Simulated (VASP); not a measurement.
# TaN (P-6m2) in VASP: a series of runs

Runs on TaN. Level: PBEsol. Tasks: single point.

Program: VASP 6.6.1. These are calculated values, not measurements. Logs are shortened: lines on timing, memory, paths and dates and some standing lists are left out, and cuts for length are marked.

## (1) The cell of the first run

The structure is hexagonal, space group P-6m2 (No. 187). The conventional cell has a = 2.938 Å, b = 2.938 Å, c = 2.883 Å, α = 90.00°, β = 90.00°, γ = 120.00°. Ta (site symmetry -6m2) has 6 N at 2.23 Å and 2 Ta at 2.88 Å within 2.9 Å. N (site symmetry -6m2) has 6 Ta at 2.23 Å and 2 N at 2.88 Å within 2.9 Å.

## (2) Single point, PBEsol, collinear spin, ferromagnetic start

File INCAR:

```
PREC = Accurate ; ENCUT = 520
EDIFF = 1E-6 ; ISMEAR = 0
SIGMA = 0.1 ; LREAL = False
LASPH = True ; NELM = 150
ALGO = Normal ; ISIF = 2
LWAVE = False ; LCHARG = False
ISPIN = 2 ; MAGMOM = 1 0
LORBIT = 11 ; LMAXMIX = 4
GGA = PS ; NBANDS = 19
```

File KPOINTS:

```
Automatic mesh
0
Gamma
  6 6 6
```

File POSCAR:

```
TaN
1.0
    2.9379988584      0.0000000000      0.0000000000
   -1.4689994292      2.5443816477      0.0000000000
    0.0000000000      0.0000000000      2.8830000000
Ta N
1 1
Direct
    0.3333333333      0.6666666667      0.5000000000
    0.0000000000      0.0000000000      0.0000000000
```

Potentials or basis: VASP PAW PBE potentials, release 64 (Ta_pv, N).

Started as:

```sh
> cat potpaw_PBE.64/Ta_pv/POTCAR potpaw_PBE.64/N/POTCAR > POTCAR
> mpirun -np 1 vasp_std > vasp.out
```

OUTCAR:

```text
PREC = Accurate
   ENCUT = 520
   EDIFF = 1E-6
   ISMEAR = 0
   LREAL = False
   LASPH = True
   NELM = 150
   ISIF = 2
   ISPIN = 2
   LORBIT = 11
   GGA = PS

 ion  position               nearest neighbor table
   1  0.333  0.667  0.500-   2 2.23   2 2.23   2 2.23   2 2.23   2 2.23   2 2.23
   2  0.000  0.000  0.000-   1 2.23   1 2.23   1 2.23   1 2.23   1 2.23   1 2.23

  LATTYP: Found a hexagonal cell.
 ALAT       =     2.9379988584
 C/A-ratio  =     0.9812801635

  Lattice vectors:

 A1 = (   2.9379988584,   0.0000000000,   0.0000000000)
 A2 = (  -1.4689994292,   2.5443816477,   0.0000000000)
 A3 = (   0.0000000000,   0.0000000000,   2.8830000000)

Analysis of symmetry for initial positions (statically):
=====================================================================
 Subroutine PRICEL returns:
 Original cell was already a primitive cell.

 Routine SETGRP: Setting up the symmetry group for a
 hexagonal supercell.

 Subroutine GETGRP returns: Found 12 space group operations
 (whereof 12 operations were pure point group operations)
 out of a pool of 24 trial point group operations.

The static configuration has the point symmetry D_3h.

Analysis of symmetry for dynamics (positions and initial velocities):
=====================================================================
 Subroutine PRICEL returns:
 Original cell was already a primitive cell.

 Routine SETGRP: Setting up the symmetry group for a
 hexagonal supercell.

 Subroutine GETGRP returns: Found 12 space group operations
 (whereof 12 operations were pure point group operations)
 out of a pool of 24 trial point group operations.

The dynamic configuration has the point symmetry D_3h.

Analysis of structural, dynamic, and magnetic symmetry:
=====================================================================
 Subroutine PRICEL returns:
 Original cell was already a primitive cell.

 Routine SETGRP: Setting up the symmetry group for a
 hexagonal supercell.

 Subroutine GETGRP returns: Found 12 space group operations
 (whereof 12 operations were pure point group operations)
 out of a pool of 24 trial point group operations.

The overall configuration has the point symmetry D_3h.

 Subroutine INISYM returns: Found 12 space group operations
 (whereof 12 operations are pure point group operations),
 and found     1 'primitive' translations

----------------------------------------------------------------------------------------

                                     Primitive cell

  volume of cell :      21.5516

  direct lattice vectors                    reciprocal lattice vectors
     2.937998858  0.000000000  0.000000000     0.340367729  0.196511400  0.000000000
    -1.468999429  2.544381648  0.000000000     0.000000000  0.393022800  0.000000000
     0.000000000  0.000000000  2.883000000     0.000000000  0.000000000  0.346860909

  length of vectors
     2.937998858  2.937998858  2.883000000     0.393022800  0.393022800  0.346860909

  position of ions in fractional coordinates (direct lattice)
     0.333333333  0.666666667  0.500000000
     0.000000000  0.000000000  0.000000000

  ion indices of the primitive-cell ions
   primitive index   ion index
                 1           1
                 2           2

----------------------------------------------------------------------------------------

 KPOINTS: Automatic mesh

Automatic generation of k-mesh.
 Grid dimensions read from file:
 generate k-points for:    6    6    6

 Generating k-lattice:

  Cartesian coordinates                     Fractional coordinates (reciprocal lattice)
     0.056727955  0.032751900  0.000000000     0.166666667 -0.000000000  0.000000000
     0.000000000  0.065503800  0.000000000     0.000000000  0.166666667  0.000000000
     0.000000000  0.000000000  0.057810151     0.000000000  0.000000000  0.166666667

  Length of vectors
     0.065503800  0.065503800  0.057810151

  Shift w.r.t. Gamma in fractional coordinates (k-lattice)
     0.000000000  0.000000000  0.000000000

 Subroutine IBZKPT returns following result:
 ===========================================

 Found     28 irreducible k-points:

 Following reciprocal coordinates:
            Coordinates               Weight
  0.000000  0.000000  0.000000      1.000000
  0.166667  0.000000  0.000000      6.000000
  0.333333  0.000000  0.000000      6.000000
  0.500000  0.000000  0.000000      3.000000
  0.166667  0.166667  0.000000      6.000000
  0.333333  0.166667  0.000000     12.000000
[... 16 lines left out ...]
  0.166667  0.000000  0.500000      6.000000
  0.333333  0.000000  0.500000      6.000000
 [... further k-points ...]
   k-points           NKPTS =     28   k-points in BZ     NKDIM =     28   number of bands    NBANDS=     19
   number of dos      NEDOS =    301   number of ions     NIONS =      2
   total plane-waves  NPLWV =  13824
   dimension x,y,z NGX =    24 NGY =   24 NGZ =   24
   dimension x,y,z NGXF=    48 NGYF=   48 NGZF=   48
   ions per type =               1   1
   NGX,Y,Z   is equivalent  to a cutoff of  13.58, 13.58, 13.84 a.u.
   NGXF,Y,Z  is equivalent  to a cutoff of  27.16, 27.16, 27.68 a.u.
 SYSTEM =  unknown system
   PREC   = accura    normal or accurate (medium, high low for compatibility)
   ISTART =      0    job   : 0-new  1-cont  2-samecut
   ICHARG =      2    charge: 1-file 2-atom 10-const
   ISPIN  =      2    spin polarized calculation?
   LNONCOLLINEAR =      F non collinear calculations
   LSORBIT =      F    spin-orbit coupling
   LASPH  =      T    aspherical Exc in radial PAW
   ENCUT  =  520.0 eV  38.22 Ry    6.18 a.u.   5.46  5.46  5.36*2*pi/ulx,y,z
   NELM   =    150;   NELMIN=  2; NELMDL= -5     # of ELM steps
   EDIFF  = 0.1E-05   stopping-criterion for ELM
   LREAL  =      F    real-space projection
   EDIFFG = 0.1E-04   stopping-criterion for IOM
   NSW    =      0    number of steps for IOM
   IBRION =     -1    ionic relax: 0-MD 1-quasi-New 2-CG
   NFREE  =      0    steps in history (QN), initial steepest desc. (CG)
   ISIF   =      2    stress and relaxation
   ISYM   =      2    0-nonsym 1-usesym 2-fastsym
   POTIM  = 0.5000    time-step for ionic-motion
   TEBEG  =    0.0;   TEEND  =   0.0 temperature during run
   PSTRESS=    0.0 pullay stress
   NELECT =      16.0000    total number of electrons
   NUPDOWN=      -1.0000    fix difference up-down
   EMIN   =  10.00;   EMAX   =-10.00  energy-range for DOS
   EFERMI =   0.00;   METHOD = LEGACY
   ISMEAR =     0;   SIGMA  =   0.10  broadening in eV -4-tet -1-fermi 0-gaus
   EFERMI_NEDOS =   21; number of points for ismear=-14 and -15
   IALGO  =     38    algorithm
   IMIX   =      4    mixing-type and parameters
     AMIX     =   0.40;   BMIX     =  1.00
     AMIX_MAG =   1.60;   BMIX_MAG =  1.00
  volume/ion in A,a.u.               =      10.78        72.72
  Fermi-wavevector in a.u.,A,eV,Ry     =   1.482366  2.801265 29.897546  2.197408
  Thomas-Fermi vector in A             =   2.596161
   LORBIT       =     11    0 simple, 1 ext, 2 COOP (PROOUT), +10 PAW based schemes
   GGA     = PS    functional components
   LHFCALC =     F    Hartree Fock is set to
   AEXX    =    0.0000 exact exchange contribution
   IVDW    =     0    specifies the selected vdW correction
   LEPSILON=     F    determine dielectric tensor
   LRPA    =     F    only Hartree local field effects (RPA)
 spin polarized calculation
 Gauss-broadening in eV      SIGMA  =   0.10
  energy-cutoff  :      520.00
  volume of cell :       21.55
 maximum number of plane-waves:       599
 NGX is ok and might be reduce to    24
   NGX = 11   NGY = 11   NGZ = 11

 number of electron      16.0000001 magnetization      -0.0008011

 number of electron      16.0000001 magnetization       0.0000545

 Free energy of the ion-electron system (eV)
  ---------------------------------------------------
  ext. energy  EPLUGINS =         0.00000000
  ---------------------------------------------------
  free energy    TOTEN  =       -23.80421239 eV

  energy without entropy =      -23.80277989  energy(sigma->0) =      -23.80349614

 E-fermi :   8.2808     XC(G=0): -13.5053

 val. band max:        8.2371212155   @ k =   0.3333   0.3333   0.0000
 cond. band min:       8.3015339639   @ k =   0.0000   0.0000   0.3333
 fundamental gap:      0.0644127484
 Fermi energy:         8.2807529074

 spin component 1

 k-point     1 :       0.0000    0.0000    0.0000
  band No.  band energies     occupation
      1     -26.6926      1.00000
      2     -26.4163      1.00000
      3     -26.4163      1.00000
      4      -9.6451      1.00000
      5       3.5302      1.00000
      6       3.5302      1.00000
[... 11 lines left out ...]
     18      26.7000      0.00000
     19      31.5459      0.00000
[... 485 lines left out ...]
 k-point    24 :       0.3333    0.0000    0.5000
  band No.  band energies     occupation
      1     -27.4255      1.00000
      2     -27.0589      1.00000
      3     -26.4984      1.00000
      4      -7.4611      1.00000
      5       0.5712      1.00000
      6       2.4630      1.00000
[... 11 lines left out ...]
     18      26.2348      0.00000
     19      32.3848      0.00000

 [... further k-points ...]

 spin component 2

 k-point     1 :       0.0000    0.0000    0.0000
  band No.  band energies     occupation
      1     -26.6927      1.00000
      2     -26.4164      1.00000
      3     -26.4164      1.00000
      4      -9.6452      1.00000
      5       3.5302      1.00000
      6       3.5302      1.00000
[... 11 lines left out ...]
     18      26.7000      0.00000
     19      31.5460      0.00000
[... 485 lines left out ...]
 k-point    24 :       0.3333    0.0000    0.5000
  band No.  band energies     occupation
      1     -27.4256      1.00000
      2     -27.0589      1.00000
      3     -26.4985      1.00000
      4      -7.4611      1.00000
      5       0.5712      1.00000
      6       2.4630      1.00000
[... 11 lines left out ...]
     18      26.2348      0.00000
     19      32.3859      0.00000

 [... further k-points ...]
[... 5 lines left out ...]
  --------------------------------------------------------------------------------------
  -------------------------------------------------------------------------------------
  Total       -0.5397045     -0.5397045     -0.5610055      0.0000000      0.0000000     -0.0000000
  in kB      -40.1225112    -40.1225112    -41.7060651      0.0000000      0.0000000     -0.0000000
  external PRESSURE =     -40.6503625 kB  Pullay stress =       0.0000000 kB

 VOLUME and BASIS-vectors are now :
 -----------------------------------------------------------------------------
  energy-cutoff  :      520.00
  volume of cell :       21.55
      direct lattice vectors                 reciprocal lattice vectors
     2.937998858  0.000000000  0.000000000     0.340367729  0.196511400  0.000000000
    -1.468999429  2.544381648  0.000000000     0.000000000  0.393022800  0.000000000
     0.000000000  0.000000000  2.883000000     0.000000000  0.000000000  0.346860909

 POSITION                                       TOTAL-FORCE (eV/Angst)
 -----------------------------------------------------------------------------------
     -0.00000      1.69625      1.44150         0.000000      0.000000      0.000000
      0.00000      0.00000      0.00000        -0.000000     -0.000000      0.000000
 -----------------------------------------------------------------------------------
    total drift:                                0.000000     -0.000000     -0.000000

  FREE ENERGIE OF THE ION-ELECTRON SYSTEM (eV)
  ---------------------------------------------------
  free  energy   TOTEN  =       -23.8042123854 eV

  energy  without entropy=      -23.8027798929  energy(sigma->0) =      -23.80349614

 total charge

# of ion       s       p       d       tot
------------------------------------------
    1        0.305   6.267   2.438   9.010
    2        1.221   2.491   0.000   3.712
--------------------------------------------------
tot          1.526   8.758   2.438  12.722

 magnetization (x)

# of ion       s       p       d       tot
------------------------------------------
    1        0.000   0.000   0.000   0.000
    2       -0.000  -0.000   0.000  -0.000
--------------------------------------------------
tot         -0.000  -0.000   0.000   0.000
```

It took 15 s on 1 thread of Intel Xeon Platinum 8259CL at 2.50GHz (Skylake/Cascade Lake), shared host; peak memory 0.16 GiB.

Results:

* Free energy: -23.8042 eV
* Pressure: -4.1 GPa
* Band gap on the k mesh: zero (filled and empty bands overlap)
* Net moment: 0.00 μB per cell
* Valence electrons inside the program's atomic spheres: Ta 9.01; N 3.71

Stress tensor (GPa, compression positive):
```
-4.01  0.00  0.00
 0.00 -4.01  0.00
 0.00  0.00 -4.17
```

Caveat: the k points lie up to 0.41 Å⁻¹ apart; the PAW data sets were made with another functional, which shifts forces and pressure a little; spin-orbit coupling is left out, which moves the levels of the heavy elements.

## (3) Single point, PBEsol

This run uses another cell than the first one, of 10.63 Å³/atom, 0.986 times its volume.

File INCAR:

```
PREC     = Accurate       # precision mode
ENCUT    = 520            # plane-wave cutoff, eV
EDIFF    = 1E-7           # SCF threshold, eV
ISMEAR   = 0              # smearing method
SIGMA    = 0.1            # smearing width, eV
LREAL    = F              # projectors in reciprocal space
LASPH    = T              # aspherical terms in the spheres
NELM     = 100            # most SCF steps
ALGO     = Normal         # electronic algorithm
ISIF     = 2              # what is computed and relaxed
LWAVE    = F              # write WAVECAR
LCHARG   = F              # write CHGCAR
GGA      = PS             # functional
NBANDS   = 15             # bands
ISYM     = 0
```

File KPOINTS:

```
regular mesh
0
Gamma
  12 5 35
```

File POSCAR:

```
TaN
1.0
    2.8707276426      0.0000000000      0.0000000000
    0.0000000000      7.7361478487      0.0000000000
    0.0000000000      2.7629099460      0.9571000806
Ta N
1 1
Direct
    0.5000000000      0.6666666667      0.3333333333
    0.0000000000      0.0000000000      0.0000000000
```

Potentials or basis: VASP PAW PBE potentials, release 64 (Ta_pv, N).

Started as:

```sh
> cat potpaw_PBE.64/Ta_pv/POTCAR potpaw_PBE.64/N/POTCAR > POTCAR
> mpirun -np 1 vasp_std > vasp.out
```

It took 8.8 min on 1 thread of Intel Xeon Platinum 8488C (Sapphire Rapids), shared host; peak memory 0.48 GiB.

It converged, with:

* Free energy: -23.8058 eV
* Pressure: 0.9 GPa
* Band gap on the k mesh: zero (band 8 reaches 8.44 eV, above the bottom of band 9 at 8.13 eV)

Stress tensor (GPa, compression positive):
```
1.00 0.00 0.00
0.00 0.78 0.00
0.00 0.00 0.78
```

Levels at points of the mesh, in eV from the Fermi level:
| k point | band 4 | band 5 | band 6 | band 7 | band 8 | band 9 | band 10 | band 11 | band 12 | band 13 |
| --- | --- | --- | --- | --- | --- | --- | --- | --- | --- | --- |
| (0.00, 0.00, 0.00) | -17.83 | -4.60 | -4.60 | -4.28 | -2.91 | 2.34 | 3.67 | 3.67 | 4.07 | 4.07 |
| (0.50, 0.00, 0.00) | -15.06 | -9.46 | -3.77 | -3.77 | -0.09 | -0.09 | 2.49 | 3.36 | 3.36 | 8.28 |

Caveat: the k points lie up to 0.50 Å⁻¹ apart; the PAW data sets were made with another functional, which shifts forces and pressure a little; spin-orbit coupling is left out, which moves the levels of the heavy elements.
